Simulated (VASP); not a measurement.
A run of VASP 6.6.1:

INCAR

```
SYSTEM = GaP
PREC = Accurate
ENCUT = 520
EDIFF = 1E-6
ISMEAR = 0
SIGMA = 0.05
LREAL = .FALSE.
LASPH = .TRUE.
NELM = 80
ALGO = Normal
ISIF = 2
LWAVE = .FALSE.
LCHARG = .FALSE.
GGA = CA
NBANDS = 26
```

File KPOINTS:

```
regular mesh
0
G
  9 9 9
  0 0 0
```

The input POSCAR:

```
GaP
1.0
    1.8319881705      1.0576988634      7.2980302087
   -1.8319881705      1.0576988634      7.2980302087
    0.0000000000     -2.1153977268      7.2980302087
Ga P
2 2
Direct
    0.4359784395      0.4359784395      0.4359784395
    0.5640215605      0.5640215605      0.5640215605
    0.0580350955      0.0580350955      0.0580350955
    0.9419649045      0.9419649045      0.9419649045
```

Potentials or basis: VASP PAW LDA potentials, release 64 (Ga_d, P).

Launch:

```console
$ cat potpaw_LDA.64/Ga_d/POTCAR potpaw_LDA.64/P/POTCAR > POTCAR
$ mpirun -np 1 vasp_std > vasp.out
```

Hardware: 1 thread of Intel Xeon 8259CL, with other jobs on the host.

Question: How long does it take, and how much memory?

Answer: Wall time 16 min on 1 thread of Intel Xeon 8259CL, with other jobs on the host, peak memory 0.43 GiB. Counts: scf iterations 12, k points 85.
